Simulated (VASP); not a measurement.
## Ta4Cu: single point with PBE

Crystal: Ta4Cu.

```xyz
5
Lattice="4.6201 0.0000 0.0000 0.0000 4.6201 0.0000 0.0000 0.0000 4.6201" Properties=species:S:1:pos:R:3 pbc="T T T"
Ta    0.0000    0.0000    0.0000
Ta    2.3101    2.3101    0.0000
Ta    2.3101    0.0000    2.3101
Ta    0.0000    2.3101    2.3101
Cu    2.3101    2.3101    2.3101
```

The cell was generated, and may not be a known phase.

| Item | Value |
| --- | --- |
| Program | VASP 6.6.1 |
| Task | single point |
| Functional | PBE |
| Potentials or basis | VASP PAW PBE potentials, release 64 (Ta_pv, Cu) |
| Cutoff | 520 eV |
| k mesh | 8 × 8 × 8 |
| Occupations | gaussian, width 0.1 eV |
| Spin | no spin polarisation |

| Property | Result |
| --- | --- |
| Pressure | 0.0 GPa |
| Band gap on the k mesh | zero (an odd number of electrons rules out a gap without spin polarisation) |

Levels at points of the mesh, in eV from the Fermi level:
```
           k point  band 25  band 26  band 27  band 28  band 29  band 30  band 31  band 32
(0.00, 0.00, 0.00)     0.87     0.87     0.87     0.92     0.92     0.92     2.86     2.86
(0.50, 0.00, 0.00)    -0.98    -0.40    -0.40    -0.05     0.71     1.17     1.46     1.54
(0.50, 0.50, 0.00)    -0.96    -0.87    -0.42    -0.38    -0.38     0.60     0.60     1.46
(0.50, 0.50, 0.50)    -0.59     0.15     0.15     0.15     0.30     0.30     0.30     0.40
```

It took 72 s on 1 thread of Intel(R) Xeon(R) 6975P-C (Granite Rapids), with other jobs on the host, peak memory 0.26 GiB.

Caveat: spin-orbit coupling is left out, which moves the levels of the heavy elements.
